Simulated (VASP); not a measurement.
Runs of VASP 6.6.1 on Te2Mo. The structure is that of space group P6_3/mmc (No. 194), or close to it. The cells are those of the table. 

```tsv
level	cell	smearing	gap on the mesh (eV)	pressure (GPa)	largest force (eV/Å)
r2SCAN	a = 3.542, b = 3.542, c = 13.893 Å, angles 90.0, 90.0, 120.0°, 6 atoms	gaussian 0.01 eV	0.82	1.8	0.01
PBE	a = 3.542, b = 3.542, c = 13.610 Å, angles 90.0, 90.0, 120.0°, 6 atoms	fermi-dirac 0.02 eV	0.59	3.2	0.25
PBE	a = 3.542, b = 3.542, c = 14.177 Å, angles 90.0, 90.0, 120.0°, 6 atoms	fermi-dirac 0.02 eV	0.82	1.9	(d)
r2SCAN	a = 3.542, b = 3.542, c = 13.610 Å, angles 90.0, 90.0, 120.0°, 6 atoms	gaussian 0.01 eV	(c)	2.6	-
r2SCAN	a = 3.542, b = 3.542, c = 14.318 Å, angles 90.0, 90.0, 120.0°, 6 atoms	gaussian 0.01 eV	0.98	1.1	-
r2SCAN	a = 3.542, b = 3.542, c = 14.177 Å, angles 90.0, 90.0, 120.0°, 6 atoms	gaussian 0.01 eV	0.93	1.3	0.01
PBE	a = 3.542, b = 3.542, c = 13.893 Å, angles 90.0, 90.0, 120.0°, 6 atoms	fermi-dirac 0.02 eV	0.71	2.4	0.23
r2SCAN	a = 3.542, b = 3.542, c = 13.751 Å, angles 90.0, 90.0, 120.0°, 6 atoms	gaussian 0.01 eV	0.76	2.2	-
r2SCAN	a = 3.542, b = 3.542, c = 14.035 Å, angles 90.0, 90.0, 120.0°, 6 atoms	gaussian 0.01 eV	0.87	1.6	-
r2SCAN	a = 3.542, b = 3.542, c = 14.460 Å, angles 90.0, 90.0, 120.0°, 6 atoms	gaussian 0.01 eV	1.03	0.9	-
PBE	a = 3.542, b = 3.542, c = 14.035 Å, angles 90.0, 90.0, 120.0°, 6 atoms	fermi-dirac 0.02 eV	0.76	2.2	0.23
r2SCAN	a = 3.542, b = 3.542, c = 14.744 Å, angles 90.0, 90.0, 120.0°, 6 atoms	gaussian 0.01 eV	(a)	(b)	-
```

Alike in all rows: task single point; potentials or basis VASP PAW PBE potentials, release 64 (Mo_sv, Te); no spin polarisation; k mesh 12 × 12 × 2; cutoff (eV) 520.

Fill in the values left out.

(a) 1.07; (b) 0.6; (c) 0.70; (d) 0.21.

Caveats: spin-orbit coupling is left out, which moves the levels of the heavy elements; the PAW data sets were made with another functional, which shifts forces and pressure a little (some runs); this functional lacks dispersion, which binds the layers, so the pressure and a relaxed spacing across them are unreliable (some runs).

A k mesh can miss the band edges, and the runs leave out spin-orbit coupling on Mo, Te.
